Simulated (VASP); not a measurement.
Input of a VASP 6.6.1 run:

Contents of POSCAR:

```
TaN
1.0
    0.0000000000      2.2113230000      2.2113230000
    2.2113230000      0.0000000000      2.2113230000
    2.2113230000      2.2113230000      0.0000000000
Ta N
1 1
Direct
    0.5000000000      0.5000000000      0.5000000000
    0.0000000000      0.0000000000      0.0000000000
```

INCAR.step1

```
SYSTEM = TaN
ALGO     = Normal         ! electronic algorithm
EDIFF    = 1E-4           ! SCF threshold, eV
ENCUT    = 600            ! plane-wave cutoff, eV
GGA      = PE             ! functional
ISMEAR   = -1             ! smearing method
LASPH    = .True.         ! aspherical terms in the spheres
LCHARG   = .False.        ! write CHGCAR
LREAL    = .False.        ! projectors in reciprocal space
LWAVE    = .True.         ! write WAVECAR
NELM     = 80             ! most SCF steps
PREC     = Accurate       ! precision mode
SIGMA    = 0.05           ! smearing width, eV
```

The input INCAR.step2:

```
SYSTEM = TaN
ALGO     = Normal         ! electronic algorithm
EDIFF    = 1E-6           ! SCF threshold, eV
EDIFFG   = -0.01          ! ionic threshold
ENCUT    = 600            ! plane-wave cutoff, eV
IBRION   = 2              ! ionic algorithm
ISIF     = 3              ! what is computed and relaxed
ISMEAR   = -1             ! smearing method
ISTART   = 1            
LASPH    = .True.         ! aspherical terms in the spheres
LCHARG   = .False.        ! write CHGCAR
LMIXTAU  = .True.       
LREAL    = .False.        ! projectors in reciprocal space
LWAVE    = .False.        ! write WAVECAR
METAGGA  = R2SCAN         ! meta-GGA
NELM     = 80             ! most SCF steps
NSW      = 60             ! ionic steps
PREC     = Accurate       ! precision mode
SIGMA    = 0.05           ! smearing width, eV
```

File KPOINTS:

```
k-points
0
Gamma
  10 10 10
  0 0 0
```

Potentials or basis: VASP PAW PBE potentials, release 64 (Ta_pv, N).

Command:

```sh
$ cat potpaw_PBE.64/Ta_pv/POTCAR potpaw_PBE.64/N/POTCAR > POTCAR
$ cp INCAR.step1 INCAR
$ mpirun -np 1 vasp_std > vasp.out
$ cp INCAR.step2 INCAR
$ mpirun -np 1 vasp_std > vasp.out
```

(1) Estimate the relaxed volume.

(2) Predict the space group after relaxing (to 0.05 Å).

Answers

(1) 10.68 Å³/atom.

(2) Fm-3m (No. 225).

Caveat: the PAW data sets were made with another functional, which shifts forces and pressure a little.
